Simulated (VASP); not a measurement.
# TiC (Fm-3m) in VASP: further runs, part 2 of 2

VASP 6.6.1.

## 4. Single point, PBEsol+U

Contents of INCAR:

```
SYSTEM = TiC
PREC = Accurate
ENCUT = 520
EDIFF = 1E-7
ISMEAR = 0
SIGMA = 0.05
LREAL = .False.
LASPH = .True.
NELM = 150
ALGO = Normal
ISIF = 2
LWAVE = .False.
LCHARG = .False.
LMAXMIX = 4
LDAU = .True.
LDAUTYPE = 2
LDAUL = 2 -1
LDAUU = 4 0
LDAUJ = 0 0
LDAUPRINT = 1
GGA = PS
NBANDS = 15
```

Contents of KPOINTS:

```
regular mesh
0
Gamma
  9 9 9
  0 0 0
```

Contents of POSCAR:

```
TiC
1.0
    0.0000000000      2.1657188437      2.1657188437
    2.1657188437      0.0000000000      2.1657188437
    2.1657188437      2.1657188437      0.0000000000
Ti C
1 1
Direct
    0.0000000000      0.0000000000      0.0000000000
    0.5000000000      0.5000000000      0.5000000000
```

Potentials or basis: VASP PAW PBE potentials, release 64 (Ti_sv, C).

Launch:

```
cat potpaw_PBE.64/Ti_sv/POTCAR potpaw_PBE.64/C/POTCAR > POTCAR
mpirun -np 1 vasp_std > vasp.out
```

OUTCAR:

```text
SYSTEM = TiC
   PREC = Accurate
   ENCUT = 520
   EDIFF = 1E-7
   ISMEAR = 0
   LREAL = .False.
   LASPH = .True.
   NELM = 150
   ISIF = 2
   GGA = PS

 ion  position               nearest neighbor table
   1  0.000  0.000  0.000-   2 2.17   2 2.17   2 2.17   2 2.17   2 2.17   2 2.17
   2  0.500  0.500  0.500-   1 2.17   1 2.17   1 2.17   1 2.17   1 2.17   1 2.17

  LATTYP: Found a face centered cubic cell.
 ALAT       =     4.3314376874

  Lattice vectors:

 A1 = (   0.0000000000,   2.1657188437,   2.1657188437)
 A2 = (   2.1657188437,   0.0000000000,   2.1657188437)
 A3 = (   2.1657188437,   2.1657188437,   0.0000000000)

Analysis of symmetry for initial positions (statically):
=====================================================================
 Subroutine PRICEL returns:
 Original cell was already a primitive cell.

 Routine SETGRP: Setting up the symmetry group for a
 face centered cubic supercell.

 Subroutine GETGRP returns: Found 48 space group operations
[... 9 lines left out ...]

 Routine SETGRP: Setting up the symmetry group for a
 face centered cubic supercell.

 Subroutine GETGRP returns: Found 48 space group operations
[... 11 lines left out ...]
                                     Primitive cell

  volume of cell :      20.3159

  direct lattice vectors                    reciprocal lattice vectors
     0.000000000  2.165718844  2.165718844    -0.230870227  0.230870227  0.230870227
     2.165718844  0.000000000  2.165718844     0.230870227 -0.230870227  0.230870227
     2.165718844  2.165718844  0.000000000     0.230870227  0.230870227 -0.230870227

  length of vectors
     3.062788961  3.062788961  3.062788961     0.399878962  0.399878962  0.399878962

  position of ions in fractional coordinates (direct lattice)
[... 8 lines left out ...]
----------------------------------------------------------------------------------------

 KPOINTS: regular mesh

Automatic generation of k-mesh.
 Grid dimensions read from file:
 generate k-points for:    9    9    9

 Generating k-lattice:

  Cartesian coordinates                     Fractional coordinates (reciprocal lattice)
    -0.025652247  0.025652247  0.025652247     0.111111111  0.000000000  0.000000000
     0.025652247 -0.025652247  0.025652247     0.000000000  0.111111111  0.000000000
     0.025652247  0.025652247 -0.025652247     0.000000000  0.000000000  0.111111111

  Length of vectors
     0.044430996  0.044430996  0.044430996

  Shift w.r.t. Gamma in fractional coordinates (k-lattice)
     0.000000000  0.000000000  0.000000000

 Subroutine IBZKPT returns following result:
 ===========================================

 Found     35 irreducible k-points:

 Following reciprocal coordinates:
            Coordinates               Weight
  0.000000  0.000000  0.000000      1.000000
  0.111111  0.000000  0.000000      8.000000
  0.222222  0.000000  0.000000      8.000000
  0.333333  0.000000  0.000000      8.000000
  0.444444  0.000000  0.000000      8.000000
  0.111111  0.111111  0.000000      6.000000
[... 16 lines left out ...]
 -0.333333  0.333333  0.000000     12.000000
[... 42 lines left out ...]
  Fermi-wavevector in a.u.,A,eV,Ry     =   1.511829  2.856943 31.097854  2.285628
  Thomas-Fermi vector in A             =   2.621834
   LORBIT       =      0    0 simple, 1 ext, 2 COOP (PROOUT), +10 PAW based schemes
 LDA+U is selected, type is set to LDAUTYPE =  2
   angular momentum for each species LDAUL =     2   -1
   U (eV)           for each species LDAUU =   4.0  0.0
   J (eV)           for each species LDAUJ =   0.0  0.0
   GGA     = PS    functional components
   LHFCALC =     F    Hartree Fock is set to
   AEXX    =    0.0000 exact exchange contribution
   IVDW    =     0    specifies the selected vdW correction
   LEPSILON=     F    determine dielectric tensor
   LRPA    =     F    only Hartree local field effects (RPA)
 non-spin polarized calculation
 Gauss-broadening in eV      SIGMA  =   0.05
  energy-cutoff  :      520.00
  volume of cell :       20.32
 maximum number of plane-waves:       556
   NGX = 11   NGY = 11   NGZ = 11

atom =   1  type =  1  l = 2

 onsite density matrix

spin component  1

  0.1186 -0.0000  0.0000  0.0000  0.0000
 -0.0000  0.1186 -0.0000  0.0000 -0.0000
  0.0000 -0.0000  0.2832 -0.0000 -0.0000
  0.0000  0.0000 -0.0000  0.1186 -0.0000
  0.0000 -0.0000 -0.0000 -0.0000  0.2832

spin component  2

  0.1186 -0.0000  0.0000  0.0000  0.0000
 -0.0000  0.1186 -0.0000  0.0000 -0.0000
  0.0000 -0.0000  0.2832 -0.0000 -0.0000
  0.0000  0.0000 -0.0000  0.1186 -0.0000
  0.0000 -0.0000 -0.0000 -0.0000  0.2832

 occupancies and eigenvectors

  o =  0.1186  v =  0.0000  0.8668 -0.0000  0.4987  0.0000  0.0000  0.0000  0.0000  0.0000  0.0000      0.0000  0.0000  0.0000  0.0000  0.0000  0.0000  0.0000  0.0000  0.0000  0.0000
  o =  0.1186  v =  0.0000  0.0000  0.0000  0.0000  0.0000  0.0000  0.8668 -0.0000  0.4987  0.0000      0.0000  0.0000  0.0000  0.0000  0.0000  0.0000  0.0000  0.0000  0.0000  0.0000
  o =  0.1186  v =  0.0000  0.4987 -0.0000 -0.8668  0.0000  0.0000  0.0000  0.0000  0.0000  0.0000      0.0000  0.0000  0.0000  0.0000  0.0000  0.0000  0.0000  0.0000  0.0000  0.0000
  o =  0.1186  v =  0.0000  0.0000  0.0000  0.0000  0.0000  0.0000  0.4987 -0.0000 -0.8668  0.0000      0.0000  0.0000  0.0000  0.0000  0.0000  0.0000  0.0000  0.0000  0.0000  0.0000
  o =  0.1186  v =  1.0000  0.0000  0.0000  0.0000  0.0000  0.0000  0.0000  0.0000  0.0000  0.0000      0.0000  0.0000  0.0000  0.0000  0.0000  0.0000  0.0000  0.0000  0.0000  0.0000
  o =  0.1186  v =  0.0000  0.0000  0.0000  0.0000  0.0000  1.0000  0.0000  0.0000  0.0000  0.0000      0.0000  0.0000  0.0000  0.0000  0.0000  0.0000  0.0000  0.0000  0.0000  0.0000
  o =  0.2832  v =  0.0000  0.0000  0.0000  0.0000  0.0000  0.0000 -0.0000 -0.9424  0.0000 -0.3346      0.0000  0.0000  0.0000  0.0000  0.0000  0.0000  0.0000  0.0000  0.0000  0.0000
  o =  0.2832  v =  0.0000 -0.0000 -0.9424  0.0000 -0.3346  0.0000  0.0000  0.0000  0.0000  0.0000      0.0000  0.0000  0.0000  0.0000  0.0000  0.0000  0.0000  0.0000  0.0000  0.0000
  o =  0.2832  v =  0.0000  0.0000  0.0000  0.0000  0.0000  0.0000 -0.0000 -0.3346  0.0000  0.9424      0.0000  0.0000  0.0000  0.0000  0.0000  0.0000  0.0000  0.0000  0.0000  0.0000
  o =  0.2832  v =  0.0000 -0.0000 -0.3346  0.0000  0.9424  0.0000  0.0000  0.0000  0.0000  0.0000      0.0000  0.0000  0.0000  0.0000  0.0000  0.0000  0.0000  0.0000  0.0000  0.0000

 number of electron      16.0000000 magnetization

 Free energy of the ion-electron system (eV)
  ---------------------------------------------------
  ext. energy  EPLUGINS =         0.00000000
  ---------------------------------------------------
  free energy    TOTEN  =       -16.80173528 eV

  energy without entropy =      -16.80129498  energy(sigma->0) =      -16.80151513

 E-fermi :   9.6859     XC(G=0): -12.8682

 val. band max:        9.6632481472   @ k =   0.2222   0.2222   0.0000
 cond. band min:       9.9779253934   @ k =   0.1111   0.1111   0.0000
 fundamental gap:      0.3146772462
 Fermi energy:         9.6858627620

 k-point     1 :       0.0000    0.0000    0.0000
  band No.  band energies     occupation
      1     -47.6226      2.00000
      2     -23.7176      2.00000
      3     -23.7176      2.00000
      4     -23.7176      2.00000
      5      -2.8999      2.00000
      6      10.8439      0.00000
      7      10.8439      0.00000
      8      10.8439      0.00000
      9      11.3163      0.00000
     10      11.3163      0.00000
     11      11.3163      0.00000
     12      11.3993      0.00000
     13      11.3993      0.00000
     14      19.9500      0.00000
[... 401 lines left out ...]
      2     -24.1311      2.00000
      3     -23.8771      2.00000
      4     -23.8771      2.00000
      5      -0.4210      2.00000
      6       5.8733      2.00000
      7       8.4367      2.00000
      8       9.4769      2.00000
      9       9.4769      2.00000
     10      12.3695      0.00000
     11      13.8534      0.00000
     12      13.8534      0.00000
     13      15.6327      0.00000
     14      21.0385      0.00000
     15      24.6158      0.00000

 [... further k-points ...]
[... 5 lines left out ...]
  --------------------------------------------------------------------------------------
  -------------------------------------------------------------------------------------
  Total        0.6501906      0.6501906      0.6501906      0.0000000      0.0000000     -0.0000000
  in kB       51.2761036     51.2761036     51.2761036      0.0000000      0.0000000     -0.0000000
  external PRESSURE =      51.2761036 kB  Pullay stress =       0.0000000 kB

 VOLUME and BASIS-vectors are now :
 -----------------------------------------------------------------------------
  energy-cutoff  :      520.00
  volume of cell :       20.32
      direct lattice vectors                 reciprocal lattice vectors
     0.000000000  2.165718844  2.165718844    -0.230870227  0.230870227  0.230870227
     2.165718844  0.000000000  2.165718844     0.230870227 -0.230870227  0.230870227
     2.165718844  2.165718844  0.000000000     0.230870227  0.230870227 -0.230870227

 POSITION                                       TOTAL-FORCE (eV/Angst)
 -----------------------------------------------------------------------------------
      0.00000      0.00000      0.00000         0.000000     -0.000000      0.000000
      2.16572      2.16572      2.16572         0.000000      0.000000      0.000000
 -----------------------------------------------------------------------------------
    total drift:                                0.000000     -0.000000     -0.000000

  FREE ENERGIE OF THE ION-ELECTRON SYSTEM (eV)
  ---------------------------------------------------
  free  energy   TOTEN  =       -16.8017352841 eV

  energy  without entropy=      -16.8012949787  energy(sigma->0) =      -16.80151513
```

OSZICAR:

```text
N       E                     dE             d eps       ncg     rms          rms(c)
DAV:   1     0.118265491035E+03    0.11827E+03   -0.78675E+03  1057   0.127E+03
DAV:   2    -0.153493500473E+02   -0.13361E+03   -0.12541E+03  1169   0.334E+02
DAV:   3    -0.229670626550E+02   -0.76177E+01   -0.75150E+01  1316   0.781E+01
DAV:   4    -0.232339673084E+02   -0.26690E+00   -0.26650E+00  1288   0.135E+01
DAV:   5    -0.232407090258E+02   -0.67417E-02   -0.67415E-02  1339   0.199E+00    0.187E+01
DAV:   6    -0.170583172237E+02    0.61824E+01   -0.12807E+01  1453   0.584E+01    0.588E+00
DAV:   7    -0.168147248544E+02    0.24359E+00   -0.17871E+00  1212   0.167E+01    0.445E+00
DAV:   8    -0.167880064248E+02    0.26718E-01   -0.13149E-01  1254   0.487E+00    0.188E+00
DAV:   9    -0.168170258786E+02   -0.29019E-01   -0.99093E-02  1407   0.333E+00    0.154E+00
DAV:  10    -0.168056995952E+02    0.11326E-01   -0.15022E-02  1233   0.190E+00    0.784E-01
DAV:  11    -0.168018624277E+02    0.38372E-02   -0.61175E-03  1204   0.110E+00    0.147E-01
DAV:  12    -0.168017270955E+02    0.13533E-03   -0.37969E-04  1232   0.205E-01    0.367E-02
DAV:  13    -0.168017354464E+02   -0.83509E-05   -0.32525E-05  1317   0.614E-02    0.889E-03
DAV:  14    -0.168017354151E+02    0.31259E-07   -0.23213E-06  1204   0.199E-02    0.494E-03
DAV:  15    -0.168017352123E+02    0.20283E-06   -0.50871E-07  1218   0.897E-03    0.643E-04
DAV:  16    -0.168017352841E+02   -0.71796E-07   -0.11527E-08   651   0.109E-03
   1 F= -.16801735E+02 E0= -.16801515E+02  d E =-.440305E-03
```

Wall time 17 s (1 thread of AMD EPYC 7R43 (Zen 3), shared host); peak memory 0.11 GiB.

What came out:

```yaml
Free_energy: -16.8017 eV
Pressure: 5.1 GPa
Band_gap_on_the_k_mesh: zero (band 8 reaches 10.84 eV, above the bottom of band 9 at 9.33 eV)
```

Levels at points of the mesh, in eV from the Fermi level:
```csv
k point,band 6,band 7,band 8,band 9,band 10,band 11
"(0.00, 0.00, 0.00)",1.16,1.16,1.16,1.63,1.63,1.63
```

Eigenvalues of the final occupation matrices:
| site | spin | trace | eigenvalues |
| --- | --- | --- | --- |
| site 1 d | 1 | 0.92 | 0.12 0.12 0.12 0.28 0.28 |
| site 1 d | 2 | 0.92 | 0.12 0.12 0.12 0.28 0.28 |

Caveat: the PAW data sets were made with another functional, which shifts forces and pressure a little; U without spin polarisation on a metal has little footing; the U is typed as a test and isn't derived for this compound.

## 5. Single point, PBEsol+U

Contents of INCAR:

```
PREC     = Accurate       # precision mode
ENCUT    = 520            # plane-wave cutoff, eV
EDIFF    = 1E-6           # SCF threshold, eV
ISMEAR   = 0              # smearing method
SIGMA    = 0.05           # smearing width, eV
LREAL    = F              # projectors in reciprocal space
LASPH    = T              # aspherical terms in the spheres
NELM     = 150            # most SCF steps
ALGO     = Normal         # electronic algorithm
ISIF     = 2              # what is computed and relaxed
LWAVE    = F              # write WAVECAR
LCHARG   = T              # write CHGCAR
LMAXMIX  = 4              # l up to which the mixer works
LDAU     = T              # DFT+U
LDAUTYPE = 2            
LDAUL    = 2 -1           # shell
LDAUU    = 4 0            # U, eV
LDAUJ    = 0 0          
LDAUPRINT= 1            
GGA      = PS             # functional
LELF     = T              # ELF
LVHAR    = T            
NBANDS   = 15             # bands
```

Contents of KPOINTS:

```
regular mesh
0
Gamma
  9 9 9
```

POSCAR is that of step 4.

Launch:

```
cat potpaw_PBE.64/Ti_sv/POTCAR potpaw_PBE.64/C/POTCAR > POTCAR
mpirun -np 1 vasp_std > vasp.out
```

It took 16 s on 1 thread of AMD EPYC 7R43 (Zen 3), shared host; peak memory 0.11 GiB.

Results (log left out):

```yaml
Free_energy: -16.8017 eV
Pressure: 5.1 GPa
Band_gap_on_the_k_mesh: zero (band 8 reaches 10.84 eV, above the bottom of band 9 at 9.33 eV)
```

Levels at points of the mesh, in eV from the Fermi level:
```csv
k point,band 4,band 5,band 6,band 7,band 8,band 9,band 10,band 11,band 12,band 13
"(0.00, 0.00, 0.00)",-33.40,-12.59,1.16,1.16,1.16,1.63,1.63,1.63,1.71,1.71
```

Eigenvalues of the final occupation matrices:
| site | spin | trace | eigenvalues |
| --- | --- | --- | --- |
| site 1 d | 1 | 0.92 | 0.12 0.12 0.12 0.28 0.28 |
| site 1 d | 2 | 0.92 | 0.12 0.12 0.12 0.28 0.28 |

Caveat: the PAW data sets were made with another functional, which shifts forces and pressure a little; U without spin polarisation on a metal has little footing; the U is typed as a test and isn't derived for this compound.

## 6. Overview

```csv
level,U,smearing,gap on the mesh (eV),pressure (GPa)
r2SCAN,-,gaussian 0.01 eV,none,0.3
r2SCAN,-,gaussian 0.005 eV,none,0.3
PBEsol+U,Ti d U = 4.0 eV,gaussian 0.05 eV,none,5.1
```

Alike in all rows: task single point; potentials or basis VASP PAW PBE potentials, release 64 (Ti_sv, C); no spin polarisation; cell as given; k mesh 9 × 9 × 9; cutoff (eV) 520.

Every run on the cell as given and a fine mesh finds a metal. The pressure there spans 0.3 GPa (r2SCAN) to 5.1 GPa (PBEsol+U); a positive pressure means that this level wants a larger cell, a negative one a smaller.

Caveats: the PAW data sets were made with another functional, which shifts forces and pressure a little; U without spin polarisation on a metal has little footing (some runs); the U is typed as a test and isn't derived for this compound (some runs).

Absolute energies hang on the potentials; compare differences alone.
